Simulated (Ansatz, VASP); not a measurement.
## MgO in VASP and in Ansatz

```
CELL_PARAMETERS angstrom
0.00000 2.09700 2.09700
2.09700 0.00000 2.09700
2.09700 2.09700 0.00000
ATOMIC_POSITIONS crystal
Mg 0.00000 0.00000 0.00000
O 0.50000 0.50000 0.50000
```

Alike in both runs: task relaxation of cell and atoms; functional PBEsol; k mesh 11 × 11 × 11; occupations fermi-dirac, width 0.05 eV; no spin polarisation.

|  | VASP | Ansatz |
| --- | --- | --- |
| version | VASP 6.6.1 | Ansatz 0.2.0 |
| potentials or method | VASP PAW PBE potentials, release 64 (Mg, O), cutoff 600 eV | all-electron LAPW, scalar-relativistic |

Ansatz gave:

```
relaxed volume (Å³/atom)                                     : 9.36
relaxed cell length with the largest relative difference (Å) : 2.980
```

**Question.** What did VASP give for the same quantities?

**Answer.** Relaxed volume (Å³/atom): 9.31; relaxed cell length with the largest relative difference (Å): 2.976.

VASP's potentials were made for PBE, not for PBEsol. Ansatz ran all-electron here, and VASP with PAW potentials.
